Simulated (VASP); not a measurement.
Wanted: the native input for a VASP 6.6.1 run.

```
Task                   : single point
Functional             : PBE
Potentials or basis    : VASP PAW PBE potentials, release 64 (Hf_pv, C)
Cutoff                 : 520 eV
k mesh                 : 13 × 13 × 13
Occupations            : methfessel-paxton, width 0.1 eV
Spin                   : no spin polarisation
Dipole correction      : no
Further INCAR settings : ALGO = Normal; EDIFF = 1e-06; NBANDS = 14
```

The structure of HfC lies in POSCAR:

```
HfC
1.0
    0.0000000000      2.4412500000      2.3250000000
    2.4412500000      0.0000000000      2.3250000000
    2.4412500000      2.4412500000      0.0000000000
Hf C
1 1
Direct
    0.5000000000      0.5000000000      0.5000000000
    0.0000000000      0.0000000000      0.0000000000
```

The input as run:

INCAR

```
ALGO = Normal
EDIFF = 1E-6
ENCUT = 520
GGA = PE
ISIF = 2
ISMEAR = 1
LASPH = True
LCHARG = False
LREAL = False
LWAVE = False
NBANDS = 14
NELM = 80
PREC = Accurate
SIGMA = 0.1
```

KPOINTS

```
k-points
0
Gamma
  13 13 13
```

Potentials or basis: VASP PAW PBE potentials, release 64 (Hf_pv, C).

Run with:

```console
$ cat potpaw_PBE.64/Hf_pv/POTCAR potpaw_PBE.64/C/POTCAR > POTCAR
$ mpirun -np 1 vasp_std > vasp.out
```

Results of the run:

```json
{
  "Pressure": "-18.6 GPa",
  "Band gap on the k mesh": "zero (band 7 reaches 6.30 eV, above the bottom of band 8 at 4.56 eV)"
}
```

Caveat: spin-orbit coupling is left out, which moves the levels of the heavy elements.

Run time: 75 s on 1 thread of Intel(R) Xeon(R) 6975P-C (Granite Rapids) (shared host), peak memory 0.21 GiB.
